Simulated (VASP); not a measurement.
Set up this calculation in VASP 6.6.1, as the native input.

```yaml
Task: single point
Functional: PBEsol
Potentials_or_basis: VASP PAW PBE potentials, release 64 (Hf_pv, O)
Cutoff: 520 eV
k_mesh: 6 × 6 × 4
Occupations: fermi-dirac, width 0.02 eV
Spin: no spin polarisation
Dipole_correction: no
Further_INCAR_settings: ALGO = Normal; EDIFF = 1e-07; NBANDS = 31
```

The structure of HfO2 lies in POSCAR:

```
HfO2
1.0
    3.5670966633      0.0000000000      0.0000000000
    0.0000000000      3.5670966633      0.0000000000
    0.0000000000      0.0000000000      5.1660575939
Hf O
2 4
Direct
    0.5000000000      0.5000000000      0.5000000000
    0.0000000000      0.0000000000      0.0000000000
    0.0000000000      0.5000000000      0.7000995350
    0.5000000000      0.0000000000      0.7999004650
    0.5000000000      0.0000000000      0.2999004650
    0.0000000000      0.5000000000      0.2000995350
```

The input as run:

INCAR

```
SYSTEM = HfO2
PREC = Accurate ; ENCUT = 520
EDIFF = 1E-7 ; ISMEAR = -1
SIGMA = 0.02 ; LREAL = .False.
LASPH = .True. ; NELM = 80
ALGO = Normal ; ISIF = 2
LWAVE = .False. ; LCHARG = .False.
GGA = PS ; NBANDS = 31
```

KPOINTS

```
regular mesh
0
Gamma
  6 6 4
  0 0 0
```

Potentials or basis: VASP PAW PBE potentials, release 64 (Hf_pv, O).

Command:

```console
$ cat potpaw_PBE.64/Hf_pv/POTCAR potpaw_PBE.64/O/POTCAR > POTCAR
$ mpirun -np 1 vasp_std > vasp.out
```

Results of the run:

- Pressure: -3.3 GPa
- Largest force: 0.029 eV/Å
- Band gap on the k mesh: 4.57 eV, indirect (least direct gap 4.65 eV)

Caveat: the PAW data sets were made with another functional, which shifts forces and pressure a little; spin-orbit coupling is left out, which moves the levels of the heavy elements.

Run time: 34 s on 1 thread of Intel(R) Xeon(R) Platinum 8559C (Emerald Rapids) (shared host), peak memory 0.2 GiB.
